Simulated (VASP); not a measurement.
MoS2: single point with PBE+D3(BJ)

**The experiment to reproduce.**

“Multiwavelength excitation Raman Scattering Analysis of bulk and 2 dimensional MoS2: Vibrational properties of atomically thin MoS2 layers”, 2015, arxiv:1506.03228 reports, for a bulk crystal of MoS2 at 300 K: band gap 1.3 eV (indirect).

The system is MoS2.

```xyz
6
Lattice="3.1492 0.0000 0.0000 -1.5746 2.7273 0.0000 0.0000 0.0000 12.0899" Properties=species:S:1:pos:R:3 pbc="T T T"
Mo    0.0000    1.8182    3.0225
Mo    1.5746    0.9091    9.0674
S     0.0000    1.8182    7.5016
S     1.5746    0.9091    1.4567
S     0.0000    1.8182   10.6331
S     1.5746    0.9091    4.5882
```

* Program: VASP 6.6.1
* Task: single point
* Functional: PBE
* Dispersion: D3(BJ)
* Potentials or basis: VASP PAW PBE potentials, release 64 (Mo_sv, S)
* Cutoff: 520 eV
* k mesh: 12 × 12 × 4
* Occupations: gaussian, width 0.02 eV
* Spin: no spin polarisation

| Item | Value |
| --- | --- |
| Pressure | -0.1 GPa |
| Largest force | 0.011 eV/Å |
| Band gap on the k mesh | 0.80 eV (least direct gap 1.70 eV) |
| Dispersion energy per atom | -0.438 eV |

Forces on the atoms (eV/Å):
```
Mo   0.000  0.000  0.000
Mo   0.000  0.000  0.000
S    0.000  0.000  0.011
S    0.000  0.000  0.011
S    0.000  0.000 -0.011
S    0.000  0.000 -0.011
```

Levels at points of the mesh, in eV from the valence-band top:
```csv
k point,band 24,band 25,band 26,band 27,band 28,band 29
"(0.00, 0.00, 0.00)",-1.27,-1.11,0.00,2.09,2.09,2.13
"(0.50, 0.00, 0.00)",-1.52,-1.49,-1.33,1.62,1.68,2.00
"(0.00, 0.00, 0.50)",-2.18,-0.26,-0.26,2.10,2.10,2.10
"(0.50, 0.00, 0.50)",-1.65,-1.40,-1.40,1.65,1.65,2.17
```

It took 4.2 min on 1 thread of Intel Xeon 8259CL, with other jobs on the host, peak memory 0.33 GiB.

Measured gap of MoS2: 1.3 eV (indirect; 300 K; “Multiwavelength excitation Raman Scattering Analysis of bulk and 2 dimensional MoS2: Vibrational properties of atomically thin MoS2 layers”, 2015, arxiv:1506.03228). This calculation gives 0.80 eV (-0.50 eV). Spin-orbit coupling on Mo is left out. The value is that of PBE+D3(BJ) on a finite k mesh, which can miss the band edges, without temperature or zero-point motion. Semilocal functionals fall short of measured gaps as a rule.
